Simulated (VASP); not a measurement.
A run of VASP 6.6.1:

The input INCAR:

```
PREC = Accurate
ENCUT = 520
EDIFF = 1E-6
ISMEAR = -1
SIGMA = 0.08
LREAL = False
LASPH = True
NELM = 60
ALGO = Normal
ISIF = 2
LWAVE = False
LCHARG = False
NBANDS = 16
```

KPOINTS

```
Automatic mesh
0
Gamma
  10 10 10
```

Contents of POSCAR:

```
LaTe
1.0
    0.0000000000      3.2739767728      3.2739767728
    3.2739767728      0.0000000000      3.2739767728
    3.2739767728      3.2739767728      0.0000000000
La Te
1 1
Direct
    0.0000000000      0.0000000000      0.0000000000
    0.5000000000      0.5000000000      0.5000000000
```

Potentials or basis: VASP PAW LDA potentials, release 64 (La, Te).

The run is started by

```bash
$ cat potpaw_LDA.64/La/POTCAR potpaw_LDA.64/Te/POTCAR > POTCAR
$ mpirun -np 1 vasp_std > vasp.out
```

Hardware: 1 thread of Intel(R) Xeon(R) Platinum 8488C (Sapphire Rapids), with other jobs on the host.

Question: How long does it take, and how much memory?

Answer: It took 43 s on 1 thread of Intel(R) Xeon(R) Platinum 8488C (Sapphire Rapids) (shared host), peak memory 0.22 GiB. Counts: scf iterations 13, k points 47.
